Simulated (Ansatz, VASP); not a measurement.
# One calculation of ZnCu, two programs

```
Zn Cu
1.0
     2.94500    0.00000    0.00000
     0.00000    2.94500    0.00000
     0.00000    0.00000    2.94500
Zn Cu
1 1
Direct
  0.50000 0.50000 0.50000
  0.98775 0.98775 0.98775
```

Change from the starting cell: all Cu atoms moved +0.062 Å, as atom 2 towards its neighbour atom 1 (Zn) at 2.550 Å.

Alike in both runs: task single point; functional PBEsol; k mesh 16 × 16 × 16; occupations gaussian, width 0.15 eV; no spin polarisation.

```csv
,VASP,Ansatz
version,VASP 6.6.1,Ansatz 0.2.0
potentials or method,"VASP PAW PBE potentials, release 64 (Zn, Cu), cutoff 520 eV","scalar-relativistic, plane waves, PAW"
valence electrons in the cell,23,31
```

Ansatz gave:

- gap on the k mesh at the Fermi level (eV): none
- pressure (GPa): -4.5
- traceless stress, the component that is largest in VASP (GPa): 0.15
- rms of the force components (eV/Å): 0.161

**Question.** Which values does VASP return?

**Answer.** gap on the k mesh at the Fermi level (eV): none; pressure (GPa): -3.9; traceless stress, the component that is largest in VASP (GPa): 0.15; rms of the force components (eV/Å): 0.163.

VASP's potentials were made for PBE, not for PBEsol. Atom by atom the forces differ by 0.002 eV/Å (rms over components). A gap of «none» marks a metal or a gap that the smearing closes. The functional is the same, so the differences come from potentials, cutoffs and numerics. VASP's potentials hold 23 valence electrons a cell and Ansatz's 31, so a difference there can come from the potentials and not from the codes.
